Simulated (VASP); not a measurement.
# CsRuO4 (F-43m) in VASP: a series of runs

The runs below take CsRuO4 through single point, with PBE.

All numbers are computed with VASP 6.6.1; they aren't measurements. Logs are shortened: lines on timing, memory, paths and dates and some standing lists are left out, and cuts for length are marked.

## Step 1: The cell of the first run

It takes space group F-43m (No. 216, cubic). Conventional cell: a = 7.419 Å, b = 7.419 Å, c = 7.419 Å, α = 90.00°, β = 90.00°, γ = 90.00°. Within 4.0 Å of Cs (site symmetry -43m) lie 12 O at 3.07 Å and 6 Ru at 3.71 Å. Ru (site symmetry -43m) has 4 O at 1.63 Å within 2.2 Å. O (site symmetry 3m) has 1 Ru at 1.63 Å within 2.2 Å.

## Step 2: Single point, PBE

INCAR

```
  ALGO = Normal
  EDIFF = 1E-7
  ENCUT = 520
  GGA = PE
  ISIF = 2
  ISMEAR = 0
  LASPH = True
  LCHARG = True
  LELF = True
  LREAL = False
  LVHAR = True
  LWAVE = False
  NBANDS = 32
  NELM = 80
  PREC = Accurate
  SIGMA = 0.0439
```

KPOINTS

```
k-points
0
Gamma
  4 4 4
```

POSCAR

```
CsRuO4
1.0
    0.0000000000      3.7096310000      3.7096310000
    3.7096310000      0.0000000000      3.7096310000
    3.7096310000      3.7096310000      0.0000000000
Cs Ru O
1 1 4
Direct
    0.5000000000      0.5000000000      0.5000000000
    0.0000000000      0.0000000000      0.0000000000
    0.1270000000      0.1270000000      0.1270000000
    0.6190000000      0.1270000000      0.1270000000
    0.1270000000      0.1270000000      0.6190000000
    0.1270000000      0.6190000000      0.1270000000
```

Potentials or basis: VASP PAW PBE potentials, release 64 (Cs_sv, Ru_pv, O).

Run with:

```
$ cat potpaw_PBE.64/Cs_sv/POTCAR potpaw_PBE.64/Ru_pv/POTCAR potpaw_PBE.64/O/POTCAR > POTCAR
$ mpirun -np 1 vasp_std > vasp.out
```

OUTCAR:

```text
EDIFF = 1E-7
   ENCUT = 520
   GGA = PE
   ISIF = 2
   ISMEAR = 0
   LASPH = True
   LREAL = False
   NELM = 80
   PREC = Accurate

 ion  position               nearest neighbor table
   1  0.500  0.500  0.500-
   2  0.000  0.000  0.000-   4 1.63   5 1.63   6 1.63   3 1.63
   3  0.127  0.127  0.127-   2 1.63
   4  0.619  0.127  0.127-   2 1.63
   5  0.127  0.127  0.619-   2 1.63
   6  0.127  0.619  0.127-   2 1.63

  LATTYP: Found a face centered cubic cell.
 ALAT       =     7.4192620000

  Lattice vectors:

 A1 = (   0.0000000000,   3.7096310000,   3.7096310000)
 A2 = (   3.7096310000,   0.0000000000,   3.7096310000)
 A3 = (   3.7096310000,   3.7096310000,   0.0000000000)

Analysis of symmetry for initial positions (statically):
=====================================================================
 Subroutine PRICEL returns:
 Original cell was already a primitive cell.

 Routine SETGRP: Setting up the symmetry group for a
 face centered cubic supercell.

 Subroutine GETGRP returns: Found 24 space group operations
 (whereof 24 operations were pure point group operations)
 out of a pool of 48 trial point group operations.

The static configuration has the point symmetry T_d .

Analysis of symmetry for dynamics (positions and initial velocities):
=====================================================================
 Subroutine PRICEL returns:
 Original cell was already a primitive cell.

 Routine SETGRP: Setting up the symmetry group for a
 face centered cubic supercell.

 Subroutine GETGRP returns: Found 24 space group operations
 (whereof 24 operations were pure point group operations)
 out of a pool of 48 trial point group operations.

The dynamic configuration has the point symmetry T_d .

 Subroutine INISYM returns: Found 24 space group operations
 (whereof 24 operations are pure point group operations),
 and found     1 'primitive' translations

----------------------------------------------------------------------------------------

                                     Primitive cell

  volume of cell :     102.0992

  direct lattice vectors                    reciprocal lattice vectors
     0.000000000  3.709631000  3.709631000    -0.134784295  0.134784295  0.134784295
     3.709631000  0.000000000  3.709631000     0.134784295 -0.134784295  0.134784295
     3.709631000  3.709631000  0.000000000     0.134784295  0.134784295 -0.134784295

  length of vectors
     5.246210472  5.246210472  5.246210472     0.233453247  0.233453247  0.233453247

  position of ions in fractional coordinates (direct lattice)
     0.500000000  0.500000000  0.500000000
     0.000000000  0.000000000  0.000000000
     0.127000000  0.127000000  0.127000000
     0.619000000  0.127000000  0.127000000
     0.127000000  0.127000000  0.619000000
     0.127000000  0.619000000  0.127000000

  ion indices of the primitive-cell ions
   primitive index   ion index
                 1           1
                 2           2
                 3           3
                 4           4
                 5           5
                 6           6

----------------------------------------------------------------------------------------

 KPOINTS: k-points

Automatic generation of k-mesh.
 Grid dimensions read from file:
 generate k-points for:    4    4    4

 Generating k-lattice:

  Cartesian coordinates                     Fractional coordinates (reciprocal lattice)
    -0.033696074  0.033696074  0.033696074     0.250000000  0.000000000  0.000000000
     0.033696074 -0.033696074  0.033696074     0.000000000  0.250000000  0.000000000
     0.033696074  0.033696074 -0.033696074     0.000000000  0.000000000  0.250000000

  Length of vectors
     0.058363312  0.058363312  0.058363312

  Shift w.r.t. Gamma in fractional coordinates (k-lattice)
     0.000000000  0.000000000  0.000000000

 Subroutine IBZKPT returns following result:
 ===========================================

 Found      8 irreducible k-points:

 Following reciprocal coordinates:
            Coordinates               Weight
  0.000000  0.000000  0.000000      1.000000
  0.250000  0.000000  0.000000      8.000000
  0.500000  0.000000  0.000000      4.000000
  0.250000  0.250000  0.000000      6.000000
  0.500000  0.250000  0.000000     24.000000
 -0.250000  0.250000  0.000000     12.000000
  0.500000  0.500000  0.000000      3.000000
 -0.250000  0.500000  0.250000      6.000000
   k-points           NKPTS =      8   k-points in BZ     NKDIM =      8   number of bands    NBANDS=     32
   number of dos      NEDOS =    301   number of ions     NIONS =      6
   total plane-waves  NPLWV =  64000
   dimension x,y,z NGX =    40 NGY =   40 NGZ =   40
   dimension x,y,z NGXF=    80 NGYF=   80 NGZF=   80
   ions per type =               1   1   4
   NGX,Y,Z   is equivalent  to a cutoff of  12.68, 12.68, 12.68 a.u.
   NGXF,Y,Z  is equivalent  to a cutoff of  25.35, 25.35, 25.35 a.u.
 SYSTEM =  unknown system
   PREC   = accura    normal or accurate (medium, high low for compatibility)
   ISTART =      0    job   : 0-new  1-cont  2-samecut
   ICHARG =      2    charge: 1-file 2-atom 10-const
   ISPIN  =      1    spin polarized calculation?
   LNONCOLLINEAR =      F non collinear calculations
   LSORBIT =      F    spin-orbit coupling
   LASPH  =      T    aspherical Exc in radial PAW
   ENCUT  =  520.0 eV  38.22 Ry    6.18 a.u.   9.75  9.75  9.75*2*pi/ulx,y,z
   NELM   =     80;   NELMIN=  2; NELMDL= -5     # of ELM steps
   EDIFF  = 0.1E-06   stopping-criterion for ELM
   LREAL  =      F    real-space projection
   EDIFFG = 0.1E-05   stopping-criterion for IOM
   NSW    =      0    number of steps for IOM
   IBRION =     -1    ionic relax: 0-MD 1-quasi-New 2-CG
   NFREE  =      0    steps in history (QN), initial steepest desc. (CG)
   ISIF   =      2    stress and relaxation
   ISYM   =      2    0-nonsym 1-usesym 2-fastsym
   POTIM  = 0.5000    time-step for ionic-motion
   TEBEG  =    0.0;   TEEND  =   0.0 temperature during run
   PSTRESS=    0.0 pullay stress
   NELECT =      47.0000    total number of electrons
   NUPDOWN=      -1.0000    fix difference up-down
   EMIN   =  10.00;   EMAX   =-10.00  energy-range for DOS
   EFERMI =   0.00;   METHOD = LEGACY
   ISMEAR =     0;   SIGMA  =   0.04  broadening in eV -4-tet -1-fermi 0-gaus
   EFERMI_NEDOS =   21; number of points for ismear=-14 and -15
   IALGO  =     38    algorithm
   IMIX   =      4    mixing-type and parameters
     AMIX     =   0.40;   BMIX     =  1.00
     AMIX_MAG =   1.60;   BMIX_MAG =  1.00
  volume/ion in A,a.u.               =      17.02       114.83
  Fermi-wavevector in a.u.,A,eV,Ry     =   1.264057  2.388722 21.739943  1.597841
  Thomas-Fermi vector in A             =   2.397382
   LORBIT       =      0    0 simple, 1 ext, 2 COOP (PROOUT), +10 PAW based schemes
   GGA     = PE    functional components
   LHFCALC =     F    Hartree Fock is set to
   AEXX    =    0.0000 exact exchange contribution
   IVDW    =     0    specifies the selected vdW correction
   LEPSILON=     F    determine dielectric tensor
   LRPA    =     F    only Hartree local field effects (RPA)
 non-spin polarized calculation
 Gauss-broadening in eV      SIGMA  =   0.04
  energy-cutoff  :      520.00
  volume of cell :      102.10
 maximum number of plane-waves:      2786
 NGX is ok and might be reduce to    40
   NGX = 19   NGY = 19   NGZ = 19

 number of electron      46.9999997 magnetization

 Free energy of the ion-electron system (eV)
  ---------------------------------------------------
  ext. energy  EPLUGINS =         0.00000000
  ---------------------------------------------------
  free energy    TOTEN  =       -34.53399417 eV

  energy without entropy =      -34.51935924  energy(sigma->0) =      -34.52667670

 E-fermi :   3.9855     XC(G=0):  -9.2847

 val. band max:        3.9043085300   @ k =  -0.2500   0.5000   0.2500
 cond. band min:       3.9915720740   @ k =   0.5000   0.2500   0.0000
 fundamental gap:      0.0872635441
 Fermi energy:         3.9854599305

 k-point     1 :       0.0000    0.0000    0.0000
  band No.  band energies     occupation
      1     -43.4643      2.00000
      2     -43.4643      2.00000
      3     -43.4643      2.00000
      4     -17.9347      2.00000
      5     -16.4086      2.00000
      6     -15.8943      2.00000
[... 24 lines left out ...]
     31       9.8555      0.00000
     32       9.8555      0.00000

 k-point     2 :       0.2500    0.0000    0.0000
  band No.  band energies     occupation
      1     -43.4645      2.00000
      2     -43.4644      2.00000
      3     -43.4644      2.00000
      4     -17.8295      2.00000
      5     -16.4638      2.00000
      6     -15.9686      2.00000
[... 24 lines left out ...]
     31       9.5374      0.00000
     32      10.0278      0.00000

 k-point     3 :       0.5000    0.0000    0.0000
  band No.  band energies     occupation
      1     -43.4646      2.00000
      2     -43.4644      2.00000
      3     -43.4644      2.00000
      4     -17.7049      2.00000
      5     -16.5454      2.00000
      6     -16.0359      2.00000
[... 24 lines left out ...]
     31       9.9427      0.00000
     32      10.2660      0.00000

 k-point     4 :       0.2500    0.2500    0.0000
  band No.  band energies     occupation
      1     -43.4645      2.00000
      2     -43.4644      2.00000
      3     -43.4644      2.00000
      4     -17.8028      2.00000
      5     -16.4471      2.00000
      6     -16.0177      2.00000
[... 24 lines left out ...]
     31       9.5443      0.00000
     32      10.1418      0.00000

 k-point     5 :       0.5000    0.2500    0.0000
  band No.  band energies     occupation
      1     -43.4646      2.00000
      2     -43.4644      2.00000
      3     -43.4644      2.00000
      4     -17.6902      2.00000
      5     -16.4599      2.00000
      6     -16.1574      2.00000
[... 24 lines left out ...]
     31       9.5373      0.00000
     32      10.4107      0.00000

 k-point     6 :      -0.2500    0.2500    0.0000
  band No.  band energies     occupation
      1     -43.4646      2.00000
      2     -43.4644      2.00000
      3     -43.4644      2.00000
      4     -17.7208      2.00000
      5     -16.4837      2.00000
      6     -16.1012      2.00000
[... 24 lines left out ...]
     31       9.5377      0.00000
     32       9.9860      0.00000

 k-point     7 :       0.5000    0.5000    0.0000
  band No.  band energies     occupation
      1     -43.4647      2.00000
      2     -43.4645      2.00000
      3     -43.4645      2.00000
      4     -17.6731      2.00000
      5     -16.3258      2.00000
      6     -16.2933      2.00000
[... 24 lines left out ...]
     31       9.5373      0.00000
     32      10.6134      0.00000

 k-point     8 :      -0.2500    0.5000    0.2500
  band No.  band energies     occupation
      1     -43.4646      2.00000
      2     -43.4645      2.00000
      3     -43.4645      2.00000
      4     -17.6601      2.00000
      5     -16.3378      2.00000
      6     -16.3260      2.00000
[... 24 lines left out ...]
     31       9.5373      0.00000
     32      10.5737      0.00000

------------------------ aborting loop because EDIFF is reached ----------------------------------------

  FORCE on cell =-STRESS in cart. coord.  units (eV):
  Direction    XX          YY          ZZ          XY          YZ          ZX
  --------------------------------------------------------------------------------------
  -------------------------------------------------------------------------------------
  Total       19.2779354     19.2779354     19.2779354      0.0000000     -0.0000000      0.0000000
  in kB      302.5164337    302.5164337    302.5164337      0.0000000     -0.0000000      0.0000000
  external PRESSURE =     302.5164337 kB  Pullay stress =       0.0000000 kB

 VOLUME and BASIS-vectors are now :
 -----------------------------------------------------------------------------
  energy-cutoff  :      520.00
  volume of cell :      102.10
      direct lattice vectors                 reciprocal lattice vectors
     0.000000000  3.709631000  3.709631000    -0.134784295  0.134784295  0.134784295
     3.709631000  0.000000000  3.709631000     0.134784295 -0.134784295  0.134784295
     3.709631000  3.709631000  0.000000000     0.134784295  0.134784295 -0.134784295

 POSITION                                       TOTAL-FORCE (eV/Angst)
 -----------------------------------------------------------------------------------
      3.70963      3.70963      3.70963        -0.000000      0.000000      0.000000
      0.00000      0.00000      0.00000        -0.000000      0.000000     -0.000000
      0.94225      0.94225      0.94225         3.391514      3.391514      3.391514
      0.94225      2.76738      2.76738         3.391514     -3.391514     -3.391514
      2.76738      2.76738      0.94225        -3.391514     -3.391514      3.391514
      2.76738      0.94225      2.76738        -3.391514      3.391514     -3.391514
 -----------------------------------------------------------------------------------
    total drift:                               -0.000001     -0.000001     -0.000001

  FREE ENERGIE OF THE ION-ELECTRON SYSTEM (eV)
  ---------------------------------------------------
  free  energy   TOTEN  =       -34.5339941664 eV

  energy  without entropy=      -34.5193592353  energy(sigma->0) =      -34.52667670
```

Run time: 46 s. Hardware: 1 thread of Intel Xeon 6975P-C, shared host; peak memory 0.25 GiB.

Results:

* Free energy: -34.5340 eV
* Pressure: 30.3 GPa
* Largest force: 5.874 eV/Å

Forces in eV/Å, atoms in the order of the input:
```
Cs   0.000  0.000  0.000
Ru   0.000  0.000  0.000
O    3.392  3.392  3.392
O    3.392 -3.392 -3.392
O   -3.392 -3.392  3.392
O   -3.392  3.392 -3.392
```

Levels at points of the mesh, in eV from the Fermi level:
```csv
k point,band 21,band 22,band 23,band 24,band 25,band 26
"(0.00, 0.00, 0.00)",-3.61,-3.61,-3.61,-0.25,-0.25,1.99
"(0.50, 0.00, 0.00)",-4.40,-4.29,-3.60,0.29,0.29,1.71
"(0.50, 0.50, 0.00)",-4.22,-3.84,-3.84,-0.19,0.54,1.87
```

Caveat: the k points lie up to 0.37 Å⁻¹ apart; spin-orbit coupling is left out, which moves the levels of the heavy elements; an odd number of electrons without spin polarisation forces a metal; a magnetic or distorted state may lie lower.

[end of part 1 of 2]
